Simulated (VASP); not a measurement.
# ZnS (rocksalt type) (Fm-3m) in VASP: a series of runs

Runs on ZnS (rocksalt type). Level: PBE. Tasks: single point, relaxation of cell and atoms.

Everything below comes from runs of VASP 6.6.1. Logs are shortened: lines on timing, memory, paths and dates and some standing lists are left out, and cuts for length are marked.

### Step 1. The cell of the first run

The structure is cubic, space group Fm-3m (No. 225). The conventional cell has a = 4.856 Å, b = 4.856 Å, c = 4.856 Å, α = 90.00°, β = 90.00°, γ = 90.00°. Zn (site symmetry m-3m) has 6 S at 2.43 Å within 3.2 Å. Within 3.2 Å of S (site symmetry m-3m) lie 6 Zn at 2.43 Å.

### Step 2. Single point, PBE

INCAR reads:

```
ALGO = Normal
EDIFF = 1E-6
ENCUT = 520
GGA = PE
ISIF = 2
ISMEAR = -1
LASPH = True
LCHARG = False
LREAL = False
LWAVE = False
NBANDS = 16
NELM = 60
PREC = Accurate
SIGMA = 0.1
```

KPOINTS reads:

```
k-points
0
Gamma
  15 15 15
```

POSCAR reads:

```
ZnS
1.0
    0.0000000000      2.4279858535      2.4279858535
    2.4279858535      0.0000000000      2.4279858535
    2.4279858535      2.4279858535      0.0000000000
Zn S
1 1
Direct
    0.0000000000      0.0000000000      0.0000000000
    0.5000000000      0.5000000000      0.5000000000
```

Potentials or basis: VASP PAW PBE potentials, release 64 (Zn, S).

Started as:

```sh
cat potpaw_PBE.64/Zn/POTCAR potpaw_PBE.64/S/POTCAR > POTCAR
mpirun -np 1 vasp_std > vasp.out
```

OUTCAR:

```text
EDIFF = 1E-6
   ENCUT = 520
   GGA = PE
   ISIF = 2
   ISMEAR = -1
   LASPH = True
   LREAL = False
   NELM = 60
   PREC = Accurate

 ion  position               nearest neighbor table
   1  0.000  0.000  0.000-   2 2.43   2 2.43   2 2.43   2 2.43   2 2.43   2 2.43
   2  0.500  0.500  0.500-   1 2.43   1 2.43   1 2.43   1 2.43   1 2.43   1 2.43

  LATTYP: Found a face centered cubic cell.
 ALAT       =     4.8559717070

  Lattice vectors:

 A1 = (   0.0000000000,   2.4279858535,   2.4279858535)
 A2 = (   2.4279858535,   0.0000000000,   2.4279858535)
 A3 = (   2.4279858535,   2.4279858535,   0.0000000000)

Analysis of symmetry for initial positions (statically):
=====================================================================
 Subroutine PRICEL returns:
 Original cell was already a primitive cell.

 Routine SETGRP: Setting up the symmetry group for a
 face centered cubic supercell.

 Subroutine GETGRP returns: Found 48 space group operations
 (whereof 48 operations were pure point group operations)
 out of a pool of 48 trial point group operations.

The static configuration has the point symmetry O_h .

Analysis of symmetry for dynamics (positions and initial velocities):
=====================================================================
 Subroutine PRICEL returns:
 Original cell was already a primitive cell.

 Routine SETGRP: Setting up the symmetry group for a
 face centered cubic supercell.

 Subroutine GETGRP returns: Found 48 space group operations
 (whereof 48 operations were pure point group operations)
 out of a pool of 48 trial point group operations.

The dynamic configuration has the point symmetry O_h .

 Subroutine INISYM returns: Found 48 space group operations
 (whereof 48 operations are pure point group operations),
 and found     1 'primitive' translations

----------------------------------------------------------------------------------------

                                     Primitive cell

  volume of cell :      28.6265

  direct lattice vectors                    reciprocal lattice vectors
     0.000000000  2.427985854  2.427985854    -0.205932007  0.205932007  0.205932007
     2.427985854  0.000000000  2.427985854     0.205932007 -0.205932007  0.205932007
     2.427985854  2.427985854  0.000000000     0.205932007  0.205932007 -0.205932007

  length of vectors
     3.433690523  3.433690523  3.433690523     0.356684699  0.356684699  0.356684699

  position of ions in fractional coordinates (direct lattice)
     0.000000000  0.000000000  0.000000000
     0.500000000  0.500000000  0.500000000

  ion indices of the primitive-cell ions
   primitive index   ion index
                 1           1
                 2           2

----------------------------------------------------------------------------------------

 KPOINTS: k-points

Automatic generation of k-mesh.
 Grid dimensions read from file:
 generate k-points for:   15   15   15

 Generating k-lattice:

  Cartesian coordinates                     Fractional coordinates (reciprocal lattice)
    -0.013728800  0.013728800  0.013728800     0.066666667  0.000000000  0.000000000
     0.013728800 -0.013728800  0.013728800     0.000000000  0.066666667  0.000000000
     0.013728800  0.013728800 -0.013728800     0.000000000  0.000000000  0.066666667

  Length of vectors
     0.023778980  0.023778980  0.023778980

  Shift w.r.t. Gamma in fractional coordinates (k-lattice)
     0.000000000  0.000000000  0.000000000

 Subroutine IBZKPT returns following result:
 ===========================================

 Found    120 irreducible k-points:

 Following reciprocal coordinates:
            Coordinates               Weight
  0.000000  0.000000  0.000000      1.000000
  0.066667  0.000000  0.000000      8.000000
  0.133333  0.000000  0.000000      8.000000
  0.200000  0.000000  0.000000      8.000000
  0.266667  0.000000  0.000000      8.000000
  0.333333  0.000000  0.000000      8.000000
[... 16 lines left out ...]
  0.133333  0.133333  0.000000      6.000000
  0.200000  0.133333  0.000000     24.000000
 [... further k-points ...]
   k-points           NKPTS =    120   k-points in BZ     NKDIM =    120   number of bands    NBANDS=     16
   number of dos      NEDOS =    301   number of ions     NIONS =      2
   total plane-waves  NPLWV =  21952
   dimension x,y,z NGX =    28 NGY =   28 NGZ =   28
   dimension x,y,z NGXF=    56 NGYF=   56 NGZF=   56
   ions per type =               1   1
   NGX,Y,Z   is equivalent  to a cutoff of  13.56, 13.56, 13.56 a.u.
   NGXF,Y,Z  is equivalent  to a cutoff of  27.11, 27.11, 27.11 a.u.
 SYSTEM =  unknown system
   PREC   = accura    normal or accurate (medium, high low for compatibility)
   ISTART =      0    job   : 0-new  1-cont  2-samecut
   ICHARG =      2    charge: 1-file 2-atom 10-const
   ISPIN  =      1    spin polarized calculation?
   LNONCOLLINEAR =      F non collinear calculations
   LSORBIT =      F    spin-orbit coupling
   LASPH  =      T    aspherical Exc in radial PAW
   ENCUT  =  520.0 eV  38.22 Ry    6.18 a.u.   6.38  6.38  6.38*2*pi/ulx,y,z
   NELM   =     60;   NELMIN=  2; NELMDL= -5     # of ELM steps
   EDIFF  = 0.1E-05   stopping-criterion for ELM
   LREAL  =      F    real-space projection
   EDIFFG = 0.1E-04   stopping-criterion for IOM
   NSW    =      0    number of steps for IOM
   IBRION =     -1    ionic relax: 0-MD 1-quasi-New 2-CG
   NFREE  =      0    steps in history (QN), initial steepest desc. (CG)
   ISIF   =      2    stress and relaxation
   ISYM   =      2    0-nonsym 1-usesym 2-fastsym
   POTIM  = 0.5000    time-step for ionic-motion
   TEBEG  =    0.0;   TEEND  =   0.0 temperature during run
   PSTRESS=    0.0 pullay stress
   NELECT =      18.0000    total number of electrons
   NUPDOWN=      -1.0000    fix difference up-down
   EMIN   =  10.00;   EMAX   =-10.00  energy-range for DOS
   EFERMI =   0.00;   METHOD = LEGACY
   ISMEAR =    -1;   SIGMA  =   0.10  broadening in eV -4-tet -1-fermi 0-gaus
   EFERMI_NEDOS =   21; number of points for ismear=-14 and -15
   IALGO  =     38    algorithm
   IMIX   =      4    mixing-type and parameters
     AMIX     =   0.40;   BMIX     =  1.00
     AMIX_MAG =   1.60;   BMIX_MAG =  1.00
  volume/ion in A,a.u.               =      14.31        96.59
  Fermi-wavevector in a.u.,A,eV,Ry     =   1.402521  2.650381 26.763564  1.967066
  Thomas-Fermi vector in A             =   2.525275
   LORBIT       =      0    0 simple, 1 ext, 2 COOP (PROOUT), +10 PAW based schemes
   GGA     = PE    functional components
   LHFCALC =     F    Hartree Fock is set to
   AEXX    =    0.0000 exact exchange contribution
   IVDW    =     0    specifies the selected vdW correction
   LEPSILON=     F    determine dielectric tensor
   LRPA    =     F    only Hartree local field effects (RPA)
 non-spin polarized calculation
  energy-cutoff  :      520.00
  volume of cell :       28.63
 maximum number of plane-waves:       787
 NGX is ok and might be reduce to    28
   NGX = 13   NGY = 13   NGZ = 13

 number of electron      18.0000001 magnetization

 Free energy of the ion-electron system (eV)
  ---------------------------------------------------
  ext. energy  EPLUGINS =         0.00000000
  ---------------------------------------------------
  free energy    TOTEN  =        -5.98602600 eV

  energy without entropy =       -5.97780151  energy(sigma->0) =       -5.98191376

 E-fermi :   5.6436     XC(G=0): -11.5387

 val. band max:        5.5104154716   @ k =  -0.2000   0.2000   0.0000
 cond. band min:       5.6819695947   @ k =   0.4000   0.4000   0.0000
 fundamental gap:      0.1715541231
 Fermi energy:         5.6436264597

 k-point     1 :       0.0000    0.0000    0.0000
  band No.  band energies     occupation
      1      -9.5783      2.00000
      2      -1.1927      2.00000
      3      -1.1927      2.00000
      4      -1.1744      2.00000
      5      -1.1744      2.00000
      6      -1.1744      2.00000
[... 8 lines left out ...]
     15      17.8968      0.00000
     16      17.9970      0.00000

 k-point     2 :       0.0667    0.0000    0.0000
  band No.  band energies     occupation
      1      -9.5146      2.00000
      2      -1.2133      2.00000
      3      -1.2133      2.00000
      4      -1.1855      2.00000
      5      -1.1660      2.00000
      6      -1.1660      2.00000
[... 8 lines left out ...]
     15      16.5852      0.00000
     16      17.8900      0.00000

 k-point     3 :       0.1333    0.0000    0.0000
  band No.  band energies     occupation
      1      -9.3264      2.00000
      2      -1.2751      2.00000
      3      -1.2751      2.00000
      4      -1.2237      2.00000
      5      -1.1376      2.00000
      6      -1.1376      2.00000
[... 8 lines left out ...]
     15      15.8401      0.00000
     16      17.5896      0.00000

 k-point     4 :       0.2000    0.0000    0.0000
  band No.  band energies     occupation
      1      -9.0232      2.00000
      2      -1.3643      2.00000
      3      -1.3643      2.00000
      4      -1.3080      2.00000
      5      -1.0946      2.00000
      6      -1.0946      2.00000
[... 8 lines left out ...]
     15      16.1204      0.00000
     16      17.3230      0.00000
[... 324 lines left out ...]
 k-point    22 :      -0.0667    0.0667    0.0000
  band No.  band energies     occupation
      1      -9.4097      2.00000
      2      -1.2644      2.00000
      3      -1.2353      2.00000
      4      -1.1998      2.00000
      5      -1.1578      2.00000
      6      -1.1446      2.00000
[... 8 lines left out ...]
     15      16.6532      0.00000
     16      18.3050      0.00000

 k-point    23 :       0.1333    0.1333    0.0000
  band No.  band energies     occupation
      1      -9.2466      2.00000
      2      -1.3924      2.00000
      3      -1.2113      2.00000
      4      -1.1720      2.00000
      5      -1.1515      2.00000
      6      -1.1515      2.00000
[... 8 lines left out ...]
     15      18.2050      0.00000
     16      19.2303      0.00000

 k-point    24 :       0.2000    0.1333    0.0000
  band No.  band energies     occupation
      1      -9.0285      2.00000
      2      -1.4949      2.00000
      3      -1.2412      2.00000
      4      -1.2130      2.00000
      5      -1.1300      2.00000
      6      -1.1019      2.00000
[... 8 lines left out ...]
     15      17.9283      0.00000
     16      19.3371      0.00000

 [... further k-points ...]
[... 5 lines left out ...]
  --------------------------------------------------------------------------------------
  -------------------------------------------------------------------------------------
  Total        3.2683121      3.2683121      3.2683121      0.0000000      0.0000000      0.0000000
  in kB      182.9218783    182.9218783    182.9218783      0.0000000      0.0000000      0.0000000
  external PRESSURE =     182.9218783 kB  Pullay stress =       0.0000000 kB

 VOLUME and BASIS-vectors are now :
 -----------------------------------------------------------------------------
  energy-cutoff  :      520.00
  volume of cell :       28.63
      direct lattice vectors                 reciprocal lattice vectors
     0.000000000  2.427985854  2.427985854    -0.205932007  0.205932007  0.205932007
     2.427985854  0.000000000  2.427985854     0.205932007 -0.205932007  0.205932007
     2.427985854  2.427985854  0.000000000     0.205932007  0.205932007 -0.205932007

 POSITION                                       TOTAL-FORCE (eV/Angst)
 -----------------------------------------------------------------------------------
      0.00000      0.00000      0.00000         0.000000     -0.000000     -0.000000
      2.42799      2.42799      2.42799        -0.000000      0.000000      0.000000
 -----------------------------------------------------------------------------------
    total drift:                               -0.000000      0.000000      0.000000

  FREE ENERGIE OF THE ION-ELECTRON SYSTEM (eV)
  ---------------------------------------------------
  free  energy   TOTEN  =        -5.9860260050 eV

  energy  without entropy=       -5.9778015123  energy(sigma->0) =       -5.98191376
```

Wall time 24 s (1 thread of Intel Xeon 6975P-C (Granite Rapids), shared host); peak memory 0.19 GiB.

Results:

- Free energy: -5.9860 eV
- Pressure: 18.3 GPa
- Band gap on the k mesh: zero (band 9 reaches 5.51 eV, above the bottom of band 10 at 5.23 eV)

(Part 1 of 3 ends here.)
